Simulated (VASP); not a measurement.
Input of a VASP 6.6.1 run:

The input INCAR:

```
SYSTEM = SiB4W
PREC     = Accurate       ! precision mode
ENCUT    = 520            ! plane-wave cutoff, eV
EDIFF    = 1E-6           ! SCF threshold, eV
ISMEAR   = 0              ! smearing method
SIGMA    = 0.1            ! smearing width, eV
LREAL    = .FALSE.        ! projectors in reciprocal space
LASPH    = .TRUE.         ! aspherical terms in the spheres
NELM     = 80             ! most SCF steps
ALGO     = Normal         ! electronic algorithm
ISIF     = 2              ! what is computed and relaxed
LWAVE    = .FALSE.        ! write WAVECAR
LCHARG   = .TRUE.         ! write CHGCAR
GGA      = PE             ! functional
LELF     = .TRUE.         ! ELF
LVHAR    = .TRUE.       
NBANDS   = 24             ! bands
```

The input KPOINTS:

```
regular mesh
0
G
  12 12 6
  0 0 0
```

The input POSCAR:

```
SiB4W
1.0
    2.9262395318      0.0000000000      0.0000000000
    0.0000000000      2.9262395318      0.0000000000
    0.0000000000      0.0000000000      6.6411621527
Si B W
1 4 1
Direct
    0.5000000000      0.5000000000      0.5000000000
    0.5000000000      0.0000000000      0.7385866662
    0.0000000000      0.5000000000      0.2614133338
    0.5000000000      0.0000000000      0.2614133338
    0.0000000000      0.5000000000      0.7385866662
    0.0000000000      0.0000000000      0.0000000000
```

Potentials or basis: VASP PAW PBE potentials, release 64 (Si, B, W_sv).

Command:

```bash
$ cat potpaw_PBE.64/Si/POTCAR potpaw_PBE.64/B/POTCAR potpaw_PBE.64/W_sv/POTCAR > POTCAR
$ mpirun -np 1 vasp_std > vasp.out
```

Problem. Predict the largest force.

Solution. 0.015 eV/Å.

Problem. Estimate the band gap on the k mesh.

Solution. Zero (bands 15 and 16 overlap by 3.08 eV).

Problem. Estimate the pressure.

Solution. 0.1 GPa.

Stress tensor (GPa, compression positive):
```
0.17 0.00 0.00
0.00 0.17 0.00
0.00 0.00 0.09
```

Caveat: spin-orbit coupling is left out, which moves the levels of the heavy elements.
